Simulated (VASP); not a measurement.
# C (P6_3/mmc) in VASP: further runs

C is run at these levels: PBEsol+D3(BJ); tasks: single point.

Program: VASP 6.6.1. These are calculated values, not measurements. Logs are shortened: lines on timing, memory, paths and dates and some standing lists are left out, and cuts for length are marked.

### Step 1. The cell of the first run

The structure is hexagonal, space group P6_3/mmc (No. 194). The conventional cell has a = 2.540 Å, b = 2.540 Å, c = 5.669 Å, α = 90.00°, β = 90.00°, γ = 120.00°. Within 2.0 Å of C (site symmetry -6m2) lie 3 C at 1.47 Å. Within 2.0 Å of C (site symmetry -6m2) lie 3 C at 1.47 Å.

### Step 2. Single point, PBEsol+D3(BJ) (volume 7.919 Å^3 an atom, c/a of the conventional cell 2.2316)

File INCAR:

```
SYSTEM = C
ALGO = Normal ; EDIFF = 1E-7
ENCUT = 520 ; GGA = PS
ISIF = 2 ; ISMEAR = 0
IVDW = 12 ; LASPH = .TRUE.
LCHARG = .FALSE. ; LREAL = .FALSE.
LWAVE = .FALSE. ; NBANDS = 16
NELM = 100 ; PREC = Accurate
SIGMA = 0.15
```

File KPOINTS:

```
k-points
0
G
  21 21 8
  0 0 0
```

File POSCAR:

```
C
1.0
    2.5401602558      0.0000000000      0.0000000000
   -1.2700801279      2.1998433112      0.0000000000
    0.0000000000      0.0000000000      5.6686216268
C
4
Direct
    0.0000000000      0.0000000000      0.0025000000
    0.0000000000      0.0000000000      0.5025000000
    0.3333333333      0.6666666667      0.0025000000
    0.6666666667      0.3333333333      0.5025000000
```

Potentials or basis: VASP PAW PBE potentials, release 64 (C).

On the command line:

```sh
cat potpaw_PBE.64/C/POTCAR > POTCAR
mpirun -np 1 vasp_std > vasp.out
```

OUTCAR:

```text
SYSTEM = C
   EDIFF = 1E-7
   ENCUT = 520
   GGA = PS
   ISIF = 2
   ISMEAR = 0
   IVDW = 12
   LASPH = .TRUE.
   LREAL = .FALSE.
   NELM = 100
   PREC = Accurate
 IVDW          = 12

 ion  position               nearest neighbor table
   1  0.000  0.000  0.002-   3 1.47   3 1.47   3 1.47
   2  0.000  0.000  0.502-   4 1.47   4 1.47   4 1.47
   3  0.333  0.667  0.002-   1 1.47   1 1.47   1 1.47
   4  0.667  0.333  0.502-   2 1.47   2 1.47   2 1.47

  LATTYP: Found a hexagonal cell.
 ALAT       =     2.5401602558
 C/A-ratio  =     2.2316000000

  Lattice vectors:

 A1 = (   2.5401602558,   0.0000000000,   0.0000000000)
 A2 = (  -1.2700801279,   2.1998433112,   0.0000000000)
 A3 = (   0.0000000000,   0.0000000000,   5.6686216268)

Analysis of symmetry for initial positions (statically):
=====================================================================
 Subroutine PRICEL returns:
 Original cell was already a primitive cell.

 Routine SETGRP: Setting up the symmetry group for a
 hexagonal supercell.

 Subroutine GETGRP returns: Found 24 space group operations
 (whereof  6 operations were pure point group operations)
 out of a pool of 24 trial point group operations.

The static configuration has the point symmetry C_3v.
 The point group associated with its full space group is D_6h.

Analysis of symmetry for dynamics (positions and initial velocities):
=====================================================================
 Subroutine PRICEL returns:
 Original cell was already a primitive cell.

 Routine SETGRP: Setting up the symmetry group for a
 hexagonal supercell.

 Subroutine GETGRP returns: Found 24 space group operations
 (whereof  6 operations were pure point group operations)
 out of a pool of 24 trial point group operations.

The dynamic configuration has the point symmetry C_3v.
 The point group associated with its full space group is D_6h.

 Subroutine INISYM returns: Found 24 space group operations
 (whereof  6 operations are pure point group operations),
 and found     1 'primitive' translations

----------------------------------------------------------------------------------------

                                     Primitive cell

  volume of cell :      31.6760

  direct lattice vectors                    reciprocal lattice vectors
     2.540160256  0.000000000  0.000000000     0.393675949  0.227288915  0.000000000
    -1.270080128  2.199843311  0.000000000     0.000000000  0.454577831  0.000000000
     0.000000000  0.000000000  5.668621627     0.000000000  0.000000000  0.176409728

  length of vectors
     2.540160256  2.540160256  5.668621627     0.454577831  0.454577831  0.176409728

  position of ions in fractional coordinates (direct lattice)
     0.000000000  0.000000000  0.002500000
     0.000000000  0.000000000  0.502500000
     0.333333333  0.666666667  0.002500000
     0.666666667  0.333333333  0.502500000

  ion indices of the primitive-cell ions
   primitive index   ion index
                 1           1
                 2           2
                 3           3
                 4           4

----------------------------------------------------------------------------------------

 KPOINTS: k-points

Automatic generation of k-mesh.
 Grid dimensions read from file:
 generate k-points for:   21   21    8

 Generating k-lattice:

  Cartesian coordinates                     Fractional coordinates (reciprocal lattice)
     0.018746474  0.010823282  0.000000000     0.047619048  0.000000000  0.000000000
     0.000000000  0.021646563  0.000000000     0.000000000  0.047619048  0.000000000
     0.000000000  0.000000000  0.022051216     0.000000000  0.000000000  0.125000000

  Length of vectors
     0.021646563  0.021646563  0.022051216

  Shift w.r.t. Gamma in fractional coordinates (k-lattice)
     0.000000000  0.000000000  0.000000000

 Subroutine IBZKPT returns following result:
 ===========================================

 Found    240 irreducible k-points:

 Following reciprocal coordinates:
            Coordinates               Weight
  0.000000  0.000000  0.000000      1.000000
  0.047619  0.000000  0.000000      6.000000
  0.095238  0.000000  0.000000      6.000000
  0.142857  0.000000  0.000000      6.000000
  0.190476  0.000000  0.000000      6.000000
  0.238095  0.000000  0.000000      6.000000
[... 16 lines left out ...]
  0.142857  0.095238  0.000000     12.000000
  0.190476  0.095238  0.000000     12.000000
 [... further k-points ...]
   k-points           NKPTS =    240   k-points in BZ     NKDIM =    240   number of bands    NBANDS=     16
   number of dos      NEDOS =    301   number of ions     NIONS =      4
   total plane-waves  NPLWV =  16800
   dimension x,y,z NGX =    20 NGY =   20 NGZ =   42
   dimension x,y,z NGXF=    40 NGYF=   40 NGZF=   84
   ions per type =               4
   NGX,Y,Z   is equivalent  to a cutoff of  13.09, 13.09, 12.32 a.u.
   NGXF,Y,Z  is equivalent  to a cutoff of  26.18, 26.18, 24.64 a.u.
 SYSTEM =  C
   PREC   = accura    normal or accurate (medium, high low for compatibility)
   ISTART =      0    job   : 0-new  1-cont  2-samecut
   ICHARG =      2    charge: 1-file 2-atom 10-const
   ISPIN  =      1    spin polarized calculation?
   LNONCOLLINEAR =      F non collinear calculations
   LSORBIT =      F    spin-orbit coupling
   LASPH  =      T    aspherical Exc in radial PAW
   ENCUT  =  520.0 eV  38.22 Ry    6.18 a.u.   4.72  4.72 10.54*2*pi/ulx,y,z
   NELM   =    100;   NELMIN=  2; NELMDL= -5     # of ELM steps
   EDIFF  = 0.1E-06   stopping-criterion for ELM
   LREAL  =      F    real-space projection
   EDIFFG = 0.1E-05   stopping-criterion for IOM
   NSW    =      0    number of steps for IOM
   IBRION =     -1    ionic relax: 0-MD 1-quasi-New 2-CG
   NFREE  =      0    steps in history (QN), initial steepest desc. (CG)
   ISIF   =      2    stress and relaxation
   ISYM   =      2    0-nonsym 1-usesym 2-fastsym
   POTIM  = 0.5000    time-step for ionic-motion
   TEBEG  =    0.0;   TEEND  =   0.0 temperature during run
   PSTRESS=    0.0 pullay stress
   NELECT =      16.0000    total number of electrons
   NUPDOWN=      -1.0000    fix difference up-down
   EMIN   =  10.00;   EMAX   =-10.00  energy-range for DOS
   EFERMI =   0.00;   METHOD = LEGACY
   ISMEAR =     0;   SIGMA  =   0.15  broadening in eV -4-tet -1-fermi 0-gaus
   EFERMI_NEDOS =   21; number of points for ismear=-14 and -15
   IALGO  =     38    algorithm
   IMIX   =      4    mixing-type and parameters
     AMIX     =   0.40;   BMIX     =  1.00
     AMIX_MAG =   1.60;   BMIX_MAG =  1.00
  volume/ion in A,a.u.               =       7.92        53.44
  Fermi-wavevector in a.u.,A,eV,Ry     =   1.303781  2.463789 23.127801  1.699845
  Thomas-Fermi vector in A             =   2.434761
   LORBIT       =      0    0 simple, 1 ext, 2 COOP (PROOUT), +10 PAW based schemes
   GGA     = PS    functional components
   LHFCALC =     F    Hartree Fock is set to
   AEXX    =    0.0000 exact exchange contribution
   IVDW    =    12    specifies the selected vdW correction
   LEPSILON=     F    determine dielectric tensor
   LRPA    =     F    only Hartree local field effects (RPA)
 non-spin polarized calculation
 Gauss-broadening in eV      SIGMA  =   0.15
  energy-cutoff  :      520.00
  volume of cell :       31.68
 maximum number of plane-waves:       873
 NGX is ok and might be reduce to    20
   NGX =  9   NGY =  9   NGZ = 21

 number of electron      16.0000000 magnetization

 Free energy of the ion-electron system (eV)
  ---------------------------------------------------
  ext. energy  EPLUGINS =         0.00000000
  ---------------------------------------------------
  free energy    TOTEN  =       -38.08104496 eV

  energy without entropy =      -38.08016926  energy(sigma->0) =      -38.08060711

 E-fermi :   5.5771     XC(G=0): -11.4845

 val. band max:        5.5596546379   @ k =   0.3333   0.3333   0.2500
 cond. band min:       5.5828139846   @ k =   0.3333   0.3333   0.5000
 fundamental gap:      0.0231593466
 Fermi energy:         5.5770568381

 k-point     1 :       0.0000    0.0000    0.0000
  band No.  band energies     occupation
      1     -13.6148      2.00000
      2     -12.5834      2.00000
      3      -3.3099      2.00000
      4       1.1073      2.00000
      5       2.6278      2.00000
      6       2.6278      2.00000
[... 8 lines left out ...]
     15      15.9729      0.00000
     16      16.4584      0.00000

 k-point     2 :       0.0476    0.0000    0.0000
  band No.  band energies     occupation
      1     -13.5626      2.00000
      2     -12.5337      2.00000
      3      -3.2475      2.00000
      4       1.1610      2.00000
      5       2.4005      2.00000
      6       2.5121      2.00000
[... 8 lines left out ...]
     15      16.0833      0.00000
     16      16.3027      0.00000

 k-point     3 :       0.0952    0.0000    0.0000
  band No.  band energies     occupation
      1     -13.4062      2.00000
      2     -12.3850      2.00000
      3      -3.0607      2.00000
      4       1.3212      2.00000
      5       1.7711      2.00000
      6       1.9608      2.00000
[... 8 lines left out ...]
     15      15.8522      0.00000
     16      16.4342      0.00000

 k-point     4 :       0.1429    0.0000    0.0000
  band No.  band energies     occupation
      1     -13.1462      2.00000
      2     -12.1378      2.00000
      3      -2.7505      2.00000
      4       0.8500      2.00000
      5       1.1111      2.00000
      6       1.5850      2.00000
[... 8 lines left out ...]
     15      15.2950      0.00000
     16      17.0114      0.00000

 k-point     5 :       0.1905    0.0000    0.0000
  band No.  band energies     occupation
      1     -12.7835      2.00000
      2     -11.7932      2.00000
      3      -2.3191      2.00000
      4      -0.2535      2.00000
      5       0.0822      2.00000
      6       1.2908      2.00000
[... 8 lines left out ...]
     15      16.4801      0.00000
     16      17.7313      0.00000

 k-point     6 :       0.2381    0.0000    0.0000
  band No.  band energies     occupation
      1     -12.3197      2.00000
      2     -11.3527      2.00000
      3      -1.7700      2.00000
      4      -1.4542      2.00000
      5      -1.0452      2.00000
      6       0.8144      2.00000
[... 8 lines left out ...]
     15      17.8348      0.00000
     16      18.4852      0.00000
[... 267 lines left out ...]
 k-point    21 :       0.4762    0.0476    0.0000
  band No.  band energies     occupation
      1      -8.4583      2.00000
      2      -8.0687      2.00000
      3      -7.0146      2.00000
      4      -6.7410      2.00000
      5      -0.7696      2.00000
      6      -0.4735      2.00000
[... 8 lines left out ...]
     15      20.9950      0.00000
     16      21.0777      0.00000

 k-point    22 :       0.0952    0.0952    0.0000
  band No.  band energies     occupation
      1     -12.9905      2.00000
      2     -11.9899      2.00000
      3      -2.5652      2.00000
      4       0.5426      2.00000
      5       0.7140      2.00000
      6       1.4293      2.00000
[... 8 lines left out ...]
     15      15.1438      0.00000
     16      17.7002      0.00000

 k-point    23 :       0.1429    0.0952    0.0000
  band No.  band energies     occupation
      1     -12.6286      2.00000
      2     -11.6461      2.00000
      3      -2.1351      2.00000
      4      -0.3969      2.00000
      5      -0.1551      2.00000
      6       0.8407      2.00000
[... 8 lines left out ...]
     15      15.8326      0.00000
     16      18.7646      0.00000

 k-point    24 :       0.1905    0.0952    0.0000
  band No.  band energies     occupation
      1     -12.1659      2.00000
      2     -11.2067      2.00000
      3      -1.5876      2.00000
      4      -1.4930      2.00000
      5      -1.1478      2.00000
      6       0.2678      2.00000
[... 8 lines left out ...]
     15      16.8779      0.00000
     16      19.8962      0.00000

 [... further k-points ...]

------------------------ aborting loop because EDIFF is reached ----------------------------------------

 Edisp (eV)   -0.50338

 E8    (eV) :    -0.2442

  FORCE on cell =-STRESS in cart. coord.  units (eV):
  Direction    XX          YY          ZZ          XY          YZ          ZX
  --------------------------------------------------------------------------------------
  -------------------------------------------------------------------------------------
  Total      -8.57604    -8.57604     2.42725     0.00000    -0.00000     0.00000
  in kB    -433.77773  -433.77773   122.77078     0.00000    -0.00000     0.00000
  external pressure =     -248.26 kB  Pullay stress =        0.00 kB

 VOLUME and BASIS-vectors are now :
 -----------------------------------------------------------------------------
  energy-cutoff  :      520.00
  volume of cell :       31.68
      direct lattice vectors                 reciprocal lattice vectors
     2.540160256  0.000000000  0.000000000     0.393675949  0.227288915  0.000000000
    -1.270080128  2.199843311  0.000000000     0.000000000  0.454577831  0.000000000
     0.000000000  0.000000000  5.668621627     0.000000000  0.000000000  0.176409728

 POSITION                                       TOTAL-FORCE (eV/Angst)
 -----------------------------------------------------------------------------------
      0.00000      0.00000      0.01417         0.000000     -0.000000     -0.000000
      0.00000      0.00000      2.84848        -0.000000      0.000000      0.000000
     -0.00000      1.46656      0.01417         0.000000      0.000000     -0.000000
      1.27008      0.73328      2.84848         0.000000      0.000000     -0.000000
 -----------------------------------------------------------------------------------
    total drift:                                0.000000      0.000000     -0.000005

  FREE ENERGIE OF THE ION-ELECTRON SYSTEM (eV)
  ---------------------------------------------------
  free  energy   TOTEN  =       -38.5844298382 eV

  energy  without entropy=      -38.5835541409  energy(sigma->0) =      -38.58399199
```

Run time: 63 s. Hardware: 1 thread of AMD EPYC 9R45 (Zen 5), shared host; peak memory 0.19 GiB.

What came out:

```yaml
Free_energy: -38.5844 eV
Pressure: -24.8 GPa
Band_gap_on_the_k_mesh: zero (band 8 reaches 5.64 eV, above the bottom of band 9 at 5.45 eV)
Dispersion_energy_per_atom: -0.126 eV
```

Stress tensor (GPa, compression positive):
```
-43.38   0.00   0.00
  0.00 -43.38   0.00
  0.00   0.00  12.28
```

Caveat: the PAW data sets were made with another functional, which shifts forces and pressure a little; pairwise dispersion overbinds metals, which lowers pressure and volume.

### Step 3. Single point, PBEsol+D3(BJ) (volume 7.919 Å^3 an atom, c/a of the conventional cell 3.0223)

File INCAR:

```
ALGO = Normal ; EDIFF = 1E-7
ENCUT = 520 ; GGA = PS
ISIF = 2 ; ISMEAR = 0
IVDW = 12 ; LASPH = True
LCHARG = False ; LREAL = False
LWAVE = False ; NBANDS = 16
NELM = 60 ; PREC = Accurate
SIGMA = 0.15
```

File KPOINTS:

```
k-points
0
Gamma
  21 21 8
```

File POSCAR:

```
C
1.0
    2.2959056871      0.0000000000      0.0000000000
   -1.1479528435      1.9883126497      0.0000000000
    0.0000000000      0.0000000000      6.9389157580
C
4
Direct
    0.0000000000      0.0000000000      0.0025000000
    0.0000000000      0.0000000000      0.5025000000
    0.3333333333      0.6666666667      0.0025000000
    0.6666666667      0.3333333333      0.5025000000
```

Potentials or basis: VASP PAW PBE potentials, release 64 (C).

On the command line:

```sh
cat potpaw_PBE.64/C/POTCAR > POTCAR
mpirun -np 1 vasp_std > vasp.out
```

Run time: 74 s. Hardware: 1 thread of AMD EPYC 9R45 (Zen 5), shared host; peak memory 0.19 GiB.

It converged, with:

```
Free energy                : -37.4862 eV
Pressure                   : 75.1 GPa
Band gap on the k mesh     : zero (band 8 reaches 5.63 eV, above the bottom of band 9 at 5.62 eV)
Dispersion energy per atom : -0.097 eV
```

Stress tensor (GPa, compression positive):
```
113.53   0.00   0.00
  0.00 113.53   0.00
  0.00   0.00  -1.78
```

Levels at points of the mesh, in eV from the Fermi level:
```csv
k point,band 6,band 7,band 8,band 9,band 10,band 11
"(0.00, 0.00, 0.00)",-2.82,-2.81,-2.81,2.94,8.76,9.82
"(0.00, 0.00, 0.50)",-2.82,-2.82,-2.82,5.31,5.31,9.83
```

Caveat: the PAW data sets were made with another functional, which shifts forces and pressure a little; pairwise dispersion overbinds metals, which lowers pressure and volume.

### Step 4. Single point, PBEsol+D3(BJ) (volume 7.919 Å^3 an atom, c/a of the conventional cell 2.3711)

File INCAR:

```
SYSTEM = C
PREC = Accurate ; ENCUT = 520
EDIFF = 1E-7 ; ISMEAR = 0
SIGMA = 0.15 ; LREAL = .FALSE.
LASPH = .TRUE. ; NELM = 100
ALGO = Normal ; ISIF = 2
LWAVE = .FALSE. ; LCHARG = .FALSE.
GGA = PS ; IVDW = 12
NBANDS = 16
```

File KPOINTS:

```
Automatic mesh
0
G
  21 21 8
  0 0 0
```

File POSCAR:

```
C
1.0
    2.4893346104      0.0000000000      0.0000000000
   -1.2446673052      2.1558270111      0.0000000000
    0.0000000000      0.0000000000      5.9024612947
C
4
Direct
    0.0000000000      0.0000000000      0.0025000000
    0.0000000000      0.0000000000      0.5025000000
    0.3333333333      0.6666666667      0.0025000000
    0.6666666667      0.3333333333      0.5025000000
```

On the command line:

```sh
cat potpaw_PBE.64/C/POTCAR > POTCAR
mpirun -np 1 vasp_std > vasp.out
```

Wall time 70 s (1 thread of AMD EPYC 9R45 (Zen 5), shared host); peak memory 0.19 GiB.

Results (log left out):

```
Free energy                : -38.9053 eV
Pressure                   : -8.9 GPa
Band gap on the k mesh     : zero (band 8 reaches 5.61 eV, above the bottom of band 9 at 5.49 eV)
Dispersion energy per atom : -0.124 eV
```

Stress tensor (GPa, compression positive):
```
-17.05   0.00   0.00
  0.00 -17.05   0.00
  0.00   0.00   7.36
```

Levels at points of the mesh, in eV from the Fermi level:
```tsv
k point	band 5	band 6	band 7	band 8	band 9	band 10	band 11	band 12
(0.00, 0.00, 0.00)	-2.93	-2.93	-2.86	-2.86	5.68	8.13	8.13	8.29
(0.00, 0.00, 0.50)	-2.90	-2.90	-2.90	-2.90	8.21	8.21	8.21	8.21
```

Caveat: the PAW data sets were made with another functional, which shifts forces and pressure a little; pairwise dispersion overbinds metals, which lowers pressure and volume.

### Step 5. Summary

```tsv
cell	gap on the mesh (eV)	pressure (GPa)
a = 2.540, b = 2.540, c = 5.669 Å, angles 90.0, 90.0, 120.0°, 4 atoms	none	-24.8
a = 2.296, b = 2.296, c = 6.939 Å, angles 90.0, 90.0, 120.0°, 4 atoms	none	75.1
a = 2.489, b = 2.489, c = 5.902 Å, angles 90.0, 90.0, 120.0°, 4 atoms	none	-8.9
```

Alike in all rows: task single point; level PBEsol+D3(BJ); potentials or basis VASP PAW PBE potentials, release 64 (C); no spin polarisation; k mesh 21 × 21 × 8; cutoff (eV) 520; smearing gaussian 0.15 eV.

Caveats: the PAW data sets were made with another functional, which shifts forces and pressure a little; pairwise dispersion overbinds metals, which lowers pressure and volume.

Absolute energies hang on the potentials; compare differences alone.
